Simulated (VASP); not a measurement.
**Ag4O: single point with PBEsol**

Ag4O, a slab with vacuum:

```xyz
5
Lattice="2.8669 0.0000 0.0000 0.0000 2.8669 0.0000 0.0000 0.0000 25.0816" Properties=species:S:1:pos:R:3 pbc="T T T"
Ag    1.4335    1.4335    8.5000
Ag    0.0000    0.0000   10.5272
Ag    1.4335    1.4335   12.5613
Ag    0.0000    0.0000   14.5454
O     0.9556    0.9556   15.8663
```

```
Program                : VASP 6.6.1
Task                   : single point
Functional             : PBEsol
Potentials or basis    : VASP PAW PBE potentials, release 64 (Ag, O)
Cutoff                 : 520 eV
k mesh                 : 10 × 10 × 1
Occupations            : gaussian, width 0.1 eV
Spin                   : no spin polarisation
Dipole correction      : yes
Further INCAR settings : ALGO = Fast; EDIFF = 1e-07; NBANDS = 33
```

The largest force is 1.808 eV/Å and the band gap on the k mesh is zero (bands 25 and 26 overlap by 3.11 eV).

Forces in eV/Å, atoms in the order of the input:
```
Ag   0.000  0.000  0.152
Ag  -0.008 -0.008 -0.096
Ag   0.011  0.011 -0.148
Ag  -1.278 -1.278  0.033
O    1.276  1.276  0.060
```

Levels at points of the mesh, in eV from the Fermi level:
```csv
k point,band 21,band 22,band 23,band 24,band 25,band 26,band 27,band 28,band 29,band 30
"(0.00, 0.00, 0.00)",-2.88,-2.75,-2.73,-2.26,-0.54,-0.16,0.26,0.99,4.42,5.65
"(0.50, 0.00, 0.00)",-2.87,-1.89,-1.26,-0.34,-0.31,0.13,0.19,2.75,3.36,5.15
"(0.50, 0.50, 0.00)",-2.39,-1.27,-0.96,-0.12,2.84,2.88,5.17,5.22,7.09,7.16
```

It took 11 min on 1 thread of Oxide Virtual Turin-like Processor (shared host), peak memory 0.39 GiB.

Caveat: the PAW data sets were made with another functional, which shifts forces and pressure a little.
